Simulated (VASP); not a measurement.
Pt:

```
CELL_PARAMETERS angstrom
0.00000 1.97158 1.97158
1.97158 0.00000 1.97158
1.97158 1.97158 0.00000
ATOMIC_POSITIONS crystal
Pt 0.00000 0.00000 0.00000
```

```yaml
Program: VASP 6.6.1
Task: relaxation of cell and atoms
Functional: LDA
Potentials_or_basis: VASP PAW LDA potentials, release 64 (Pt)
Cutoff: 600 eV
k_mesh: 8 × 8 × 8
Occupations: gaussian, width 0.1 eV
Spin: no spin polarisation
```

At the start: pressure -10.4 GPa; volume 15.33 Å³/atom.

**Question.** Where does the relaxation end?

**Answer.** Over 4 steps the energy falls by 18.8 meV/atom and the volume is 14.77 Å³/atom (-3.6 %); space group Fm-3m (No. 225, to 0.05 Å).

Step by step:
```csv
step,energy change (eV),largest force (eV/Å),pressure (GPa),volume (Å³)
1,0.0000,0.0000,-10.38,15.33
2,0.1774,0.0000,45.49,13.23
3,-0.0188,0.0000,-0.63,14.80
4,-0.0188,0.0000,-0.06,14.77
```

Final structure:
```xyz
1
Lattice="0.0000 1.9475 1.9475 1.9475 0.0000 1.9475 1.9475 1.9475 0.0000" Properties=species:S:1:pos:R:3 pbc="T T T"
Pt    1.9475    1.9475    0.0000
```
